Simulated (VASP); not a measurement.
Write the native input for VASP 6.6.1 that does the following.

```yaml
Task: relaxation of cell and atoms
Functional: PBE
Potentials_or_basis: VASP PAW PBE potentials, release 64 (B, N)
Cutoff: 600 eV
k_mesh: 12 × 12 × 8
Occupations: gaussian, width 0.1 eV
Spin: no spin polarisation
Dipole_correction: no
Further_INCAR_settings: ALGO = Normal; EDIFF = 1e-06; IBRION = 2; EDIFFG = -0.01; NSW = 100; ISIF = 3
```

The structure of B5N lies in POSCAR:

```
B5N
1.0
    3.2957516237      0.0000000000      0.0000000000
   -1.6478758118      2.8542046307      0.0000000000
    0.0000000000      0.0000000000      5.7845370884
B N
5 1
Direct
    0.5000000000      0.5000000000      0.0000000000
    0.3333333333      0.6666666667      0.5000000000
    0.0000000000      0.5000000000      0.0000000000
    0.5000000000      0.0000000000      0.0000000000
    0.6666666667      0.3333333333      0.5000000000
    0.0000000000      0.0000000000      0.5000000000
```

The cell was built from a structure type or drawn by symmetry, and may not be a known phase.

The input as run:

INCAR

```
SYSTEM = B5N
PREC = Accurate ; ENCUT = 600
EDIFF = 1E-6 ; ISMEAR = 0
SIGMA = 0.1 ; LREAL = .FALSE.
LASPH = .TRUE. ; NELM = 60
ALGO = Normal ; ISIF = 3
LWAVE = .FALSE. ; LCHARG = .FALSE.
GGA = PE ; IBRION = 2
NSW = 100 ; EDIFFG = -0.01
```

KPOINTS

```
Automatic mesh
0
G
  12 12 8
  0 0 0
```

Potentials or basis: VASP PAW PBE potentials, release 64 (B, N).

Run with:

```bash
$ cat potpaw_PBE.64/B/POTCAR potpaw_PBE.64/N/POTCAR > POTCAR
$ mpirun -np 1 vasp_std > vasp.out
```

It gave:

```json
{"Relaxed volume": "8.55 Å³/atom", "Relaxed cell": "a = 3.295 Å, b = 3.295 Å, c = 5.459 Å, α = 90.00°, β = 90.00°, γ = 120.00°", "Space group after relaxing (to 0.1 Å)": "P6/mmm (No. 191)", "Energy gained by relaxing": "2.6 meV/atom", "Ionic steps": "15", "Pressure after relaxing": "0.0 GPa", "Band gap on the k mesh": "zero (bands 10 and 11 overlap by 1.95 eV)"}
```

It took 13 min on 1 thread of Intel Xeon 8259CL (shared host), peak memory 0.24 GiB.
